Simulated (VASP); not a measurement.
Wanted: the native input for a VASP 6.6.1 run.

```yaml
Task: single point
Functional: r2SCAN
Potentials_or_basis: VASP PAW PBE potentials, release 64 (Os)
Cutoff: 520 eV
k_mesh: 13 × 13 × 7
Occupations: methfessel-paxton, width 0.6 eV
Spin: no spin polarisation
Dipole_correction: no
Further_INCAR_settings: ALGO = Normal; EDIFF = 1e-06; NBANDS = 15
```

Crystal: Os.

```
Os
1.0
     2.73938    0.00000    0.00000
    -1.36969    2.37237    0.00000
     0.00000    0.00000    4.31382
Os
2
Cartesian
  0.0000 1.5816 1.0785
  1.3697 0.7908 3.2354
```

These files were run (other wordings do the same):

POSCAR

```
Os
1.0
    2.7393806551      0.0000000000      0.0000000000
   -1.3696903275      2.3723732379      0.0000000000
    0.0000000000      0.0000000000      4.3138178725
Os
2
Direct
    0.3333333333      0.6666666667      0.2500000000
    0.6666666667      0.3333333333      0.7500000000
```

INCAR.step1

```
PREC = Accurate
ENCUT = 520
ISMEAR = 1
SIGMA = 0.6
LREAL = F
LASPH = T
NELM = 60
NBANDS = 15
GGA = PE
ALGO = Normal
EDIFF = 1E-4
LWAVE = T
LCHARG = F
```

INCAR.step2

```
PREC = Accurate
ENCUT = 520
EDIFF = 1E-6
ISMEAR = 1
SIGMA = 0.6
LREAL = F
LASPH = T
NELM = 60
ALGO = Normal
ISIF = 2
LWAVE = F
LCHARG = F
METAGGA = R2SCAN
LMIXTAU = T
NBANDS = 15
ISTART = 1
```

KPOINTS

```
Automatic mesh
0
Gamma
  13 13 7
```

Potentials or basis: VASP PAW PBE potentials, release 64 (Os).

Command:

```sh
$ cat potpaw_PBE.64/Os/POTCAR > POTCAR
$ cp INCAR.step1 INCAR
$ mpirun -np 1 vasp_std > vasp.out
$ cp INCAR.step2 INCAR
$ mpirun -np 1 vasp_std > vasp.out
```

It gave:

The pressure is 0.8 GPa and the band gap on the k mesh is zero (band 8 reaches 11.36 eV, above the bottom of band 9 at 7.39 eV).

Caveat: the PAW data sets were made with another functional, which shifts forces and pressure a little; spin-orbit coupling is left out, which moves the levels of the heavy elements.

It took 68 s on 1 thread of Intel Xeon 6975P-C (shared host), peak memory 0.16 GiB.
